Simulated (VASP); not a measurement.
Runs of VASP 6.6.1 on MgS. The structure is that of space group F-43m (No. 216), or close to it. The cells are those of the table. 

```tsv
cell	k mesh	smearing	gap on the mesh (eV)	pressure (GPa)
a = 4.003 Å, angles 60.0°, 2 atoms	8 × 8 × 8	fermi-dirac 0.02 eV	3.46	0.9
a = 4.018, b = 4.018, c = 3.923 Å, angles 60.8, 60.8, 58.4°, 2 atoms	4 × 4 × 4	gaussian 0.01 eV	3.47	(b)
a = 4.003 Å, angles 60.0°, 2 atoms	4 × 4 × 4	gaussian 0.01 eV	(a)	1.0
a = 4.011, b = 4.011, c = 3.963 Å, angles 60.4, 60.4, 59.2°, 2 atoms	4 × 4 × 4	gaussian 0.01 eV	3.46	1.4
a = 4.011, b = 4.011, c = 3.963 Å, angles 60.4, 60.4, 59.2°, 2 atoms	8 × 8 × 8	fermi-dirac 0.02 eV	3.47	1.3
```

Alike in all rows: task single point; level PBE; potentials or basis VASP PAW PBE potentials, release 64 (Mg, S); no spin polarisation; cutoff (eV) 520.

Q: Estimate the missing entries.

A: (a) 3.45; (b) 1.8.

Caveats: some runs use coarse meshes.

A k mesh can miss the band edges.
